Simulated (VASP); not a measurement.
Wanted: the native input for a VASP 6.6.1 run.

- Task: single point
- Functional: PBE
- Potentials or basis: VASP PAW PBE potentials, release 64 (Tl_d, Ag_sv_GW, Pt_sv_GW, C, N)
- Cutoff: 700 eV
- k mesh: 4 × 4 × 4
- Occupations: gaussian, width 0.1 eV
- Spin: no spin polarisation
- Dipole correction: no
- Further INCAR settings: LREAL = Auto; ALGO = Normal; EDIFF = 1e-06; NBANDS = 72

The structure of Tl2AgPtC6N6 lies in POSCAR:

```
Tl2AgPtC6N6
1.0
    0.0000000000      5.1995000000      5.1995000000
    5.1995000000      0.0000000000      5.1995000000
    5.1995000000      5.1995000000      0.0000000000
Tl Ag Pt C N
2 1 1 6 6
Direct
    0.2500000000      0.2500000000      0.2500000000
    0.7500000000      0.7500000000      0.7500000000
    0.0000000000      0.0000000000      0.0000000000
    0.5000000000      0.5000000000      0.5000000000
    0.8055582300      0.1944417700      0.1944417700
    0.1944417700      0.8055582300      0.1944417700
    0.1944417700      0.1944417700      0.8055582300
    0.1944417700      0.8055582300      0.8055582300
    0.8055582300      0.1944417700      0.8055582300
    0.8055582300      0.8055582300      0.1944417700
    0.6930474100      0.3069525900      0.3069525900
    0.3069525900      0.6930474100      0.3069525900
    0.3069525900      0.3069525900      0.6930474100
    0.3069525900      0.6930474100      0.6930474100
    0.6930474100      0.3069525900      0.6930474100
    0.6930474100      0.6930474100      0.3069525900
```

These files were run (other wordings do the same):

INCAR

```
SYSTEM = Tl2AgPtC6N6
  PREC = Accurate
  ENCUT = 700
  EDIFF = 1E-6
  ISMEAR = 0
  SIGMA = 0.1
  LREAL = Auto
  LASPH = .True.
  NELM = 120
  ALGO = Normal
  ISIF = 2
  LWAVE = .False.
  LCHARG = .True.
  GGA = PE
  LELF = .True.
  LVHAR = .True.
  NBANDS = 72
  GGA_COMPAT = .False.
```

KPOINTS

```
Automatic mesh
0
Gamma
  4 4 4
  0 0 0
```

Potentials or basis: VASP PAW PBE potentials, release 64 (Tl_d, Ag_sv_GW, Pt_sv_GW, C, N).

The run is started by

```console
$ cat potpaw_PBE.64/Tl_d/POTCAR potpaw_PBE.64/Ag_sv_GW/POTCAR potpaw_PBE.64/Pt_sv_GW/POTCAR potpaw_PBE.64/C/POTCAR potpaw_PBE.64/N/POTCAR > POTCAR
$ mpirun -np 1 vasp_std > vasp.out
```

Results of the run:

```json
{
  "Pressure": "15.5 GPa",
  "Largest force": "2.473 eV/Å",
  "Band gap on the k mesh": "zero (an odd number of electrons rules out a gap without spin polarisation)"
}
```

Caveat: the cell stands under pressure; spin-orbit coupling is left out, which moves the levels of the heavy elements; an odd number of electrons without spin polarisation forces a metal; a magnetic or distorted state may lie lower.

Wall time 21 min on 1 thread of Intel(R) Xeon(R) Platinum 8375C CPU @ 2.90GHz (Ice Lake), on a shared host, peak memory 0.68 GiB.
